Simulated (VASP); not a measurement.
# I (Fd-3m) in VASP: density of states with PBE

Aim: the density of states of I with PBE.

Program: VASP 6.6.1. These are calculated values, not measurements. Logs are shortened: lines on timing, memory, paths and dates and some standing lists are left out, and cuts for length are marked.

## (1) The cell of the first run

The structure is cubic, space group Fd-3m (No. 227). Conventional cell: a = 6.036 Å, b = 6.036 Å, c = 6.036 Å, α = 90.00°, β = 90.00°, γ = 90.00°. I (site symmetry -43m) has 4 I at 2.61 Å within 3.4 Å.

## (2) Density of states, PBE (volume scaled by 0.45)

File POSCAR:

```
I
1.0
    0.0000000000      3.0182263843      3.0182263843
    3.0182263843      0.0000000000      3.0182263843
    3.0182263843      3.0182263843      0.0000000000
I
2
Direct
   -0.1250000000     -0.1250000000     -0.1250000000
    0.1250000000      0.1250000000      0.1250000000
```

File INCAR.step1:

```
SYSTEM = I
PREC = Accurate ; ENCUT = 520
EDIFF = 1E-7 ; ISMEAR = -1
SIGMA = 0.1 ; LREAL = .FALSE.
LASPH = .TRUE. ; NELM = 60
ALGO = Normal ; ISIF = 2
LWAVE = .FALSE. ; LCHARG = .TRUE.
GGA = PE ; NBANDS = 14
```

File KPOINTS.step1:

```
Automatic mesh
0
G
  10 10 10
  0 0 0
```

File INCAR.step2:

```
SYSTEM = I
PREC = Accurate ; ENCUT = 520
EDIFF = 1E-7 ; ISMEAR = -5
SIGMA = 0.1 ; LREAL = .FALSE.
LASPH = .TRUE. ; NELM = 60
ALGO = Normal ; ISIF = 2
LWAVE = .FALSE. ; LCHARG = .FALSE.
GGA = PE ; LORBIT = 11
NEDOS = 2001 ; ICHARG = 11
```

File KPOINTS.step2:

```
Automatic mesh
0
G
  15 15 15
  0 0 0
```

Potentials or basis: VASP PAW PBE potentials, release 64 (I).

On the command line:

```console
$ cat potpaw_PBE.64/I/POTCAR > POTCAR
$ cp INCAR.step1 INCAR
$ cp KPOINTS.step1 KPOINTS
$ mpirun -np 1 vasp_std > vasp.out
$ cp INCAR.step2 INCAR
$ cp KPOINTS.step2 KPOINTS
$ mpirun -np 1 vasp_std > vasp.out
```

OUTCAR:

```text
SYSTEM = I
   PREC = Accurate
   ENCUT = 520
   EDIFF = 1E-7
   ISMEAR = -5
   LREAL = .FALSE.
   LASPH = .TRUE.
   NELM = 60
   ISIF = 2
   GGA = PE
   LORBIT = 11
   ICHARG = 11

 ion  position               nearest neighbor table
   1  0.875  0.875  0.875-   2 2.61   2 2.61   2 2.61   2 2.61
   2  0.125  0.125  0.125-   1 2.61   1 2.61   1 2.61   1 2.61

  LATTYP: Found a face centered cubic cell.
 ALAT       =     6.0364527686

  Lattice vectors:

 A1 = (   0.0000000000,   3.0182263843,   3.0182263843)
 A2 = (   3.0182263843,   0.0000000000,   3.0182263843)
 A3 = (   3.0182263843,   3.0182263843,   0.0000000000)

Analysis of symmetry for initial positions (statically):
=====================================================================
 Subroutine PRICEL returns:
 Original cell was already a primitive cell.

 Routine SETGRP: Setting up the symmetry group for a
 face centered cubic supercell.

 Subroutine GETGRP returns: Found 48 space group operations
 (whereof 12 operations were pure point group operations)
 out of a pool of 48 trial point group operations.

The static configuration has the point symmetry D_3d.
 The point group associated with its full space group is O_h .

Analysis of symmetry for dynamics (positions and initial velocities):
=====================================================================
 Subroutine PRICEL returns:
 Original cell was already a primitive cell.

 Routine SETGRP: Setting up the symmetry group for a
 face centered cubic supercell.

 Subroutine GETGRP returns: Found 48 space group operations
 (whereof 12 operations were pure point group operations)
 out of a pool of 48 trial point group operations.

The dynamic configuration has the point symmetry D_3d.
 The point group associated with its full space group is O_h .

 Subroutine INISYM returns: Found 48 space group operations
 (whereof 12 operations are pure point group operations),
 and found     1 'primitive' translations

----------------------------------------------------------------------------------------

                                     Primitive cell

  volume of cell :      54.9902

  direct lattice vectors                    reciprocal lattice vectors
     0.000000000  3.018226384  3.018226384    -0.165660204  0.165660204  0.165660204
     3.018226384  0.000000000  3.018226384     0.165660204 -0.165660204  0.165660204
     3.018226384  3.018226384  0.000000000     0.165660204  0.165660204 -0.165660204

  length of vectors
[... 99 lines left out ...]
   ISMEAR =    -5;   SIGMA  =   0.10  broadening in eV -4-tet -1-fermi 0-gaus
   EFERMI_NEDOS =   21; number of points for ismear=-14 and -15
   IALGO  =     38    algorithm
   IMIX   =      4    mixing-type and parameters
     AMIX     =   0.40;   BMIX     =  1.00
     AMIX_MAG =   1.60;   BMIX_MAG =  1.00
  volume/ion in A,a.u.               =      27.50       185.55
  Fermi-wavevector in a.u.,A,eV,Ry     =   1.037582  1.960745 14.647707  1.076576
  Thomas-Fermi vector in A             =   2.172026
   LORBIT       =     11    0 simple, 1 ext, 2 COOP (PROOUT), +10 PAW based schemes
   GGA     = PE    functional components
   LHFCALC =     F    Hartree Fock is set to
   AEXX    =    0.0000 exact exchange contribution
   IVDW    =     0    specifies the selected vdW correction
   LEPSILON=     F    determine dielectric tensor
   LRPA    =     F    only Hartree local field effects (RPA)
 non-spin polarized calculation
 Fermi weights with tetrahedron method with Bloechl corrections
  energy-cutoff  :      520.00
  volume of cell :       54.99
 maximum number of plane-waves:      1496

 number of electron      14.0000002 magnetization

 Free energy of the ion-electron system (eV)
  ---------------------------------------------------
  ext. energy  EPLUGINS =         0.00000000
  ---------------------------------------------------
  free energy    TOTEN  =         3.40031154 eV

  energy without entropy =        3.40031154  energy(sigma->0) =        3.40031154

 E-fermi :   9.4549     XC(G=0):  -9.8307

 val. band max:        9.4770392635   @ k =   0.3333   0.2667   0.0000
 cond. band min:       9.4156485850   @ k =  -0.2667   0.3333   0.0667
 fundamental gap:     -0.0613906785
 Fermi energy:         9.4549360760

 k-point     1 :       0.0000    0.0000    0.0000
  band No.  band energies     occupation
      1      -9.3233      2.00000
      2      -0.4441      2.00000
      3       3.1611      2.00000
      4       3.1611      2.00000
      5       3.1611      2.00000
      6       6.5621      2.00000
      7       6.5621      2.00000
      8       6.5621      2.00000
      9      12.2310      0.00000
     10      14.3211      0.00000
     11      14.3211      0.00000
[... 309 lines left out ...]
 k-point    24 :       0.2000    0.1333    0.0000
  band No.  band energies     occupation
      1      -8.9499      2.00000
      2      -2.0434      2.00000
      3       2.4099      2.00000
      4       2.4226      2.00000
      5       4.4580      2.00000
      6       6.2331      2.00000
      7       7.7661      2.00000
      8       7.8394      2.00000
      9      12.7163      0.00000
     10      13.6026      0.00000
     11      14.5644      0.00000

 [... further k-points ...]

------------------------ aborting loop because EDIFF is reached ----------------------------------------

  FORCE on cell =-STRESS in cart. coord.  units (eV):
  Direction    XX          YY          ZZ          XY          YZ          ZX
  --------------------------------------------------------------------------------------
  -------------------------------------------------------------------------------------
  Total       18.0707452     18.0707452     18.0707452      0.0000000      0.0000000      0.0000000
  in kB      526.5034419    526.5034419    526.5034419      0.0000000      0.0000000      0.0000000
  external PRESSURE =     526.5034419 kB  Pullay stress =       0.0000000 kB

 VOLUME and BASIS-vectors are now :
 -----------------------------------------------------------------------------
  energy-cutoff  :      520.00
  volume of cell :       54.99
      direct lattice vectors                 reciprocal lattice vectors
     0.000000000  3.018226384  3.018226384    -0.165660204  0.165660204  0.165660204
     3.018226384  0.000000000  3.018226384     0.165660204 -0.165660204  0.165660204
     3.018226384  3.018226384  0.000000000     0.165660204  0.165660204 -0.165660204

 POSITION                                       TOTAL-FORCE (eV/Angst)
 -----------------------------------------------------------------------------------
      5.28190      5.28190      5.28190         0.000000      0.000000      0.000000
      0.75456      0.75456      0.75456        -0.000000     -0.000000     -0.000000
 -----------------------------------------------------------------------------------
    total drift:                                0.000000      0.000000     -0.000000

  FREE ENERGIE OF THE ION-ELECTRON SYSTEM (eV)
  ---------------------------------------------------
  free  energy   TOTEN  =         3.4003115359 eV

  energy  without entropy=        3.4003115359  energy(sigma->0) =        3.40031154

 total charge

# of ion       s       p       d       tot
------------------------------------------
    1        1.599   2.700   0.201   4.501
    2        1.599   2.700   0.201   4.501
--------------------------------------------------
tot          3.198   5.400   0.403   9.001
```

OUTCAR.step1:

```text
SYSTEM = I
   PREC = Accurate
   ENCUT = 520
   EDIFF = 1E-7
   ISMEAR = -1
[... 632 lines left out ...]
      5.28190      5.28190      5.28190         0.000000     -0.000000     -0.000000
      0.75456      0.75456      0.75456        -0.000000      0.000000      0.000000
 -----------------------------------------------------------------------------------
    total drift:                                0.000000      0.000000     -0.000000

  FREE ENERGIE OF THE ION-ELECTRON SYSTEM (eV)
  ---------------------------------------------------
  free  energy   TOTEN  =         3.3695224568 eV

  energy  without entropy=        3.4281651127  energy(sigma->0) =        3.39884378
```

Run time: 86 s. Hardware: 1 thread of AMD EPYC 9R45 (Zen 5), shared host; peak memory 0.17 GiB.

Results:

| Item | Value |
| --- | --- |
| Valence electrons inside the program's atomic spheres | I 4.50 |

Caveat: spin-orbit coupling is left out, which moves the levels of the heavy elements; tetrahedron occupations give inexact forces and stress in metals.
